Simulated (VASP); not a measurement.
Here is a VASP 6.6.1 calculation.

Contents of INCAR:

```
SYSTEM = Rh
ALGO = Fast
EDIFF = 1E-7
ENCUT = 520
GGA = RP
ISIF = 2
ISMEAR = -5
LASPH = .True.
LCHARG = .True.
LELF = .True.
LREAL = .False.
LVHAR = .True.
LWAVE = .False.
NBANDS = 14
NELM = 100
PREC = Accurate
SIGMA = 0.05
```

The input KPOINTS:

```
k-points
0
Gamma
  12 12 12
  0 0 0
```

POSCAR

```
Rh
1.0
    0.0000000000      1.8978500000      1.8978500000
    1.8978500000      0.0000000000      1.8978500000
    1.8978500000      1.8978500000      0.0000000000
Rh
1
Direct
    0.0000000000      0.0000000000      0.0000000000
```

Potentials or basis: VASP PAW PBE potentials, release 64 (Rh_pv).

The run is started by

```bash
$ cat potpaw_PBE.64/Rh_pv/POTCAR > POTCAR
$ mpirun -np 1 vasp_std > vasp.out
```

Problem. Estimate the pressure.

Solution. 12.3 GPa.

Problem. What does it give for the band gap on the k mesh?

Solution. Zero (an odd number of electrons rules out a gap without spin polarisation).

Caveat: the cell stands under pressure; the PAW data sets were made with another functional, which shifts forces and pressure a little; tetrahedron occupations give inexact forces and stress in metals.
